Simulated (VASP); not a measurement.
# Na2S (Fm-3m) in VASP: settings compared, part 2 of 3

VASP 6.6.1. The steps go on from the part before.

**5. Single point, r2SCAN**

File POSCAR:

```
Na2S
1.0
    0.0000000000      3.2554286135      3.2554286135
    3.2554286135      0.0000000000      3.2554286135
    3.2554286135      3.2554286135      0.0000000000
Na S
2 1
Direct
    0.2500000000      0.2500000000      0.2500000000
    0.7500000000      0.7500000000      0.7500000000
    0.0000000000      0.0000000000      0.0000000000
```

File INCAR.step1:

```
PREC     = Accurate       # precision mode
ENCUT    = 550            # plane-wave cutoff, eV
ISMEAR   = 0              # smearing method
SIGMA    = 0.01           # smearing width, eV
LREAL    = False          # projectors in reciprocal space
LASPH    = True           # aspherical terms in the spheres
NELM     = 120            # most SCF steps
NBANDS   = 17             # bands
GGA      = PE             # functional
ALGO     = Normal         # electronic algorithm
EDIFF    = 1E-5           # SCF threshold, eV
LWAVE    = True           # write WAVECAR
LCHARG   = False          # write CHGCAR
GGA_COMPAT= False
```

File INCAR.step2:

```
PREC     = Accurate       # precision mode
ENCUT    = 550            # plane-wave cutoff, eV
EDIFF    = 1E-6           # SCF threshold, eV
ISMEAR   = 0              # smearing method
SIGMA    = 0.01           # smearing width, eV
LREAL    = False          # projectors in reciprocal space
LASPH    = True           # aspherical terms in the spheres
NELM     = 120            # most SCF steps
ALGO     = Normal         # electronic algorithm
ISIF     = 2              # what is computed and relaxed
LWAVE    = False          # write WAVECAR
LCHARG   = False          # write CHGCAR
METAGGA  = R2SCAN         # meta-GGA
LMIXTAU  = True         
NBANDS   = 17             # bands
ISTART   = 1            
GGA_COMPAT= False
```

File KPOINTS:

```
Automatic mesh
0
Gamma
  4 4 4
```

Potentials or basis: VASP PAW PBE potentials, release 64 (Na_pv, S).

Command:

```bash
> cat potpaw_PBE.64/Na_pv/POTCAR potpaw_PBE.64/S/POTCAR > POTCAR
> cp INCAR.step1 INCAR
> mpirun -np 1 vasp_std > vasp.out
> cp INCAR.step2 INCAR
> mpirun -np 1 vasp_std > vasp.out
```

OUTCAR:

```text
PREC = Accurate
   ENCUT = 550
   EDIFF = 1E-6
   ISMEAR = 0
   LREAL = False
   LASPH = True
   NELM = 120
   ISIF = 2
   METAGGA = R2SCAN
   ISTART = 1

 ion  position               nearest neighbor table
   1  0.250  0.250  0.250-
   2  0.750  0.750  0.750-
   3  0.000  0.000  0.000-

  LATTYP: Found a face centered cubic cell.
 ALAT       =     6.5108572270

  Lattice vectors:

 A1 = (   0.0000000000,   3.2554286135,   3.2554286135)
 A2 = (   3.2554286135,   0.0000000000,   3.2554286135)
 A3 = (   3.2554286135,   3.2554286135,   0.0000000000)

Analysis of symmetry for initial positions (statically):
=====================================================================
 Subroutine PRICEL returns:
 Original cell was already a primitive cell.

 Routine SETGRP: Setting up the symmetry group for a
 face centered cubic supercell.

 Subroutine GETGRP returns: Found 48 space group operations
 (whereof 48 operations were pure point group operations)
 out of a pool of 48 trial point group operations.

The static configuration has the point symmetry O_h .

Analysis of symmetry for dynamics (positions and initial velocities):
=====================================================================
 Subroutine PRICEL returns:
 Original cell was already a primitive cell.

 Routine SETGRP: Setting up the symmetry group for a
 face centered cubic supercell.

 Subroutine GETGRP returns: Found 48 space group operations
 (whereof 48 operations were pure point group operations)
 out of a pool of 48 trial point group operations.

The dynamic configuration has the point symmetry O_h .

 Subroutine INISYM returns: Found 48 space group operations
 (whereof 48 operations are pure point group operations),
 and found     1 'primitive' translations

----------------------------------------------------------------------------------------

                                     Primitive cell

  volume of cell :      69.0009

  direct lattice vectors                    reciprocal lattice vectors
     0.000000000  3.255428613  3.255428613    -0.153589607  0.153589607  0.153589607
     3.255428613  0.000000000  3.255428613     0.153589607 -0.153589607  0.153589607
     3.255428613  3.255428613  0.000000000     0.153589607  0.153589607 -0.153589607

  length of vectors
     4.603871297  4.603871297  4.603871297     0.266025002  0.266025002  0.266025002

  position of ions in fractional coordinates (direct lattice)
     0.250000000  0.250000000  0.250000000
     0.750000000  0.750000000  0.750000000
     0.000000000  0.000000000  0.000000000

  ion indices of the primitive-cell ions
   primitive index   ion index
                 1           1
                 2           2
                 3           3

----------------------------------------------------------------------------------------

 KPOINTS: Automatic mesh

Automatic generation of k-mesh.
 Grid dimensions read from file:
 generate k-points for:    4    4    4

 Generating k-lattice:

  Cartesian coordinates                     Fractional coordinates (reciprocal lattice)
    -0.038397402  0.038397402  0.038397402     0.250000000  0.000000000  0.000000000
     0.038397402 -0.038397402  0.038397402     0.000000000  0.250000000  0.000000000
     0.038397402  0.038397402 -0.038397402     0.000000000  0.000000000  0.250000000

  Length of vectors
     0.066506251  0.066506251  0.066506251

  Shift w.r.t. Gamma in fractional coordinates (k-lattice)
     0.000000000  0.000000000  0.000000000

 Subroutine IBZKPT returns following result:
 ===========================================

 Found      8 irreducible k-points:

 Following reciprocal coordinates:
            Coordinates               Weight
  0.000000  0.000000  0.000000      1.000000
  0.250000  0.000000  0.000000      8.000000
  0.500000  0.000000  0.000000      4.000000
  0.250000  0.250000  0.000000      6.000000
  0.500000  0.250000  0.000000     24.000000
 -0.250000  0.250000  0.000000     12.000000
  0.500000  0.500000  0.000000      3.000000
 -0.250000  0.500000  0.250000      6.000000
   k-points           NKPTS =      8   k-points in BZ     NKDIM =      8   number of bands    NBANDS=     17
   number of dos      NEDOS =    301   number of ions     NIONS =      3
   total plane-waves  NPLWV =  46656
   dimension x,y,z NGX =    36 NGY =   36 NGZ =   36
   dimension x,y,z NGXF=    72 NGYF=   72 NGZF=   72
   ions per type =               2   1
   NGX,Y,Z   is equivalent  to a cutoff of  13.00, 13.00, 13.00 a.u.
   NGXF,Y,Z  is equivalent  to a cutoff of  26.00, 26.00, 26.00 a.u.
 SYSTEM =  unknown system
   PREC   = accura    normal or accurate (medium, high low for compatibility)
   ISTART =      1    job   : 0-new  1-cont  2-samecut
   ICHARG =      0    charge: 1-file 2-atom 10-const
   ISPIN  =      1    spin polarized calculation?
   LNONCOLLINEAR =      F non collinear calculations
   LSORBIT =      F    spin-orbit coupling
   LASPH  =      T    aspherical Exc in radial PAW
   ENCUT  =  550.0 eV  40.42 Ry    6.36 a.u.   8.80  8.80  8.80*2*pi/ulx,y,z
   NELM   =    120;   NELMIN=  2; NELMDL=  0     # of ELM steps
   EDIFF  = 0.1E-05   stopping-criterion for ELM
   LREAL  =      F    real-space projection
   EDIFFG = 0.1E-04   stopping-criterion for IOM
   NSW    =      0    number of steps for IOM
   IBRION =     -1    ionic relax: 0-MD 1-quasi-New 2-CG
   NFREE  =      0    steps in history (QN), initial steepest desc. (CG)
   ISIF   =      2    stress and relaxation
   ISYM   =      2    0-nonsym 1-usesym 2-fastsym
   POTIM  = 0.5000    time-step for ionic-motion
   TEBEG  =    0.0;   TEEND  =   0.0 temperature during run
   PSTRESS=    0.0 pullay stress
   NELECT =      20.0000    total number of electrons
   NUPDOWN=      -1.0000    fix difference up-down
   EMIN   =  10.00;   EMAX   =-10.00  energy-range for DOS
   EFERMI =   0.00;   METHOD = LEGACY
   ISMEAR =     0;   SIGMA  =   0.01  broadening in eV -4-tet -1-fermi 0-gaus
   EFERMI_NEDOS =   21; number of points for ismear=-14 and -15
   IALGO  =     38    algorithm
   IMIX   =      4    mixing-type and parameters
     AMIX     =   0.40;   BMIX     =  1.00
     AMIX_MAG =   1.60;   BMIX_MAG =  1.00
  volume/ion in A,a.u.               =      23.00       155.21
  Fermi-wavevector in a.u.,A,eV,Ry     =   1.083428  2.047382 15.970734  1.173816
  Thomas-Fermi vector in A             =   2.219494
   LORBIT       =      0    0 simple, 1 ext, 2 COOP (PROOUT), +10 PAW based schemes
   METAGGA = R2SCAN    functional components
   LHFCALC =     F    Hartree Fock is set to
   AEXX    =    0.0000 exact exchange contribution
   IVDW    =     0    specifies the selected vdW correction
   LEPSILON=     F    determine dielectric tensor
   LRPA    =     F    only Hartree local field effects (RPA)
 non-spin polarized calculation
 Gauss-broadening in eV      SIGMA  =   0.01
  energy-cutoff  :      550.00
  volume of cell :       69.00
 maximum number of plane-waves:      2085
   NGX = 17   NGY = 17   NGZ = 17

 number of electron      19.9999984 magnetization

 Free energy of the ion-electron system (eV)
  ---------------------------------------------------
  ext. energy  EPLUGINS =         0.00000000
  ---------------------------------------------------
  free energy    TOTEN  =       -18.96459203 eV

  energy without entropy =      -18.96459203  energy(sigma->0) =      -18.96459203

 E-fermi :   0.0680     XC(G=0):  -8.3194

 val. band max:       -0.0704820954   @ k =   0.0000   0.0000   0.0000
 cond. band min:       3.0401829159   @ k =   0.0000   0.0000   0.0000
 fundamental gap:      3.1106650113
 Fermi energy:         0.0680138120

 k-point     1 :       0.0000    0.0000    0.0000
  band No.  band energies     occupation
      1     -23.0982      2.00000
      2     -23.0982      2.00000
      3     -23.0982      2.00000
      4     -23.0461      2.00000
      5     -23.0461      2.00000
      6     -23.0461      2.00000
[... 9 lines left out ...]
     16       9.7873      0.00000
     17      11.8651      0.00000
[... 121 lines left out ...]
 k-point     8 :      -0.2500    0.5000    0.2500
  band No.  band energies     occupation
      1     -23.1206      2.00000
      2     -23.1145      2.00000
      3     -23.0744      2.00000
      4     -23.0744      2.00000
      5     -23.0360      2.00000
      6     -23.0351      2.00000
[... 9 lines left out ...]
     16      11.3657      0.00000
     17      12.6595      0.00000

------------------------ aborting loop because EDIFF is reached ----------------------------------------

  FORCE on cell =-STRESS in cart. coord.  units (eV):
  Direction    XX          YY          ZZ          XY          YZ          ZX
  --------------------------------------------------------------------------------------
  -------------------------------------------------------------------------------------
  Total       -0.0251143     -0.0251143     -0.0251143     -0.0000000     -0.0000000      0.0000000
  in kB       -0.5831468     -0.5831468     -0.5831468     -0.0000000     -0.0000000      0.0000000
  external PRESSURE =      -0.5831468 kB  Pullay stress =       0.0000000 kB

 VOLUME and BASIS-vectors are now :
 -----------------------------------------------------------------------------
  energy-cutoff  :      550.00
  volume of cell :       69.00
      direct lattice vectors                 reciprocal lattice vectors
     0.000000000  3.255428613  3.255428613    -0.153589607  0.153589607  0.153589607
     3.255428613  0.000000000  3.255428613     0.153589607 -0.153589607  0.153589607
     3.255428613  3.255428613  0.000000000     0.153589607  0.153589607 -0.153589607

 POSITION                                       TOTAL-FORCE (eV/Angst)
 -----------------------------------------------------------------------------------
      1.62771      1.62771      1.62771        -0.000000     -0.000000     -0.000000
      4.88314      4.88314      4.88314         0.000000      0.000000      0.000000
      0.00000      0.00000      0.00000        -0.000000     -0.000000     -0.000000
 -----------------------------------------------------------------------------------
    total drift:                                0.000000      0.000000      0.000000

  FREE ENERGIE OF THE ION-ELECTRON SYSTEM (eV)
  ---------------------------------------------------
  free  energy   TOTEN  =       -18.9645920274 eV

  energy  without entropy=      -18.9645920274  energy(sigma->0) =      -18.96459203
```

It took 21 s on 1 thread of Intel Xeon 6975P-C (Granite Rapids), shared host; peak memory 0.21 GiB.

What came out:

- Free energy: -18.9646 eV
- Pressure: -0.1 GPa
- Band gap on the k mesh: 3.11 eV

Caveat: the PAW data sets were made with another functional, which shifts forces and pressure a little. r2SCAN opens gaps a little over a GGA but as a rule still falls short of measured ones.

**6. Single point, HSE06**

POSCAR is that of step 5.

File INCAR.step1:

```
PREC = Accurate ; ENCUT = 400
EDIFF = 1E-5 ; ISMEAR = 0
SIGMA = 0.01 ; LREAL = False
LASPH = True ; NELM = 120
ALGO = Normal ; ISIF = 2
LWAVE = True ; LCHARG = False
GGA = PE ; NBANDS = 17
GGA_COMPAT = False
```

File INCAR.step2:

```
PREC = Accurate ; ENCUT = 400
EDIFF = 1E-6 ; ISMEAR = 0
SIGMA = 0.01 ; LREAL = False
LASPH = True ; NELM = 120
ALGO = Normal ; ISIF = 2
LWAVE = False ; LCHARG = False
GGA = PE ; LHFCALC = True
HFSCREEN = 0.2079 ; PRECFOCK = Normal
ISTART = 1 ; NBANDS = 17
GGA_COMPAT = False
```

File KPOINTS:

```
regular mesh
0
Gamma
  4 4 4
```

Potentials or basis: VASP PAW PBE potentials, release 64 (Na_pv, S).

Command:

```bash
> cat potpaw_PBE.64/Na_pv/POTCAR potpaw_PBE.64/S/POTCAR > POTCAR
> cp INCAR.step1 INCAR
> mpirun -np 1 vasp_std > vasp.out
> cp INCAR.step2 INCAR
> mpirun -np 1 vasp_std > vasp.out
```

Wall time 1.9 min (1 thread of Intel Xeon 6975P-C (Granite Rapids), shared host); peak memory 0.26 GiB.

It converged, with:

```yaml
Free_energy: -11.5008 eV
Pressure: 0.0 GPa
Band_gap_on_the_k_mesh: 3.52 eV
```

Levels at points of the mesh, in eV from the valence-band top:
| k point | band 6 | band 7 | band 8 | band 9 | band 10 | band 11 | band 12 | band 13 | band 14 | band 15 |
| --- | --- | --- | --- | --- | --- | --- | --- | --- | --- | --- |
| (0.00, 0.00, 0.00) | -24.48 | -11.21 | 0.00 | 0.00 | 0.00 | 3.52 | 8.96 | 8.96 | 8.96 | 10.62 |
| (0.50, 0.00, 0.00) | -24.50 | -10.93 | -1.78 | -0.15 | -0.15 | 5.95 | 7.60 | 8.29 | 8.29 | 12.64 |
| (0.50, 0.50, 0.00) | -24.46 | -10.84 | -1.59 | -0.51 | -0.51 | 4.78 | 7.18 | 9.92 | 11.15 | 11.15 |

Caveat: the PAW data sets were made with another functional, which shifts forces and pressure a little.

(Part 2 of 3 ends here.)
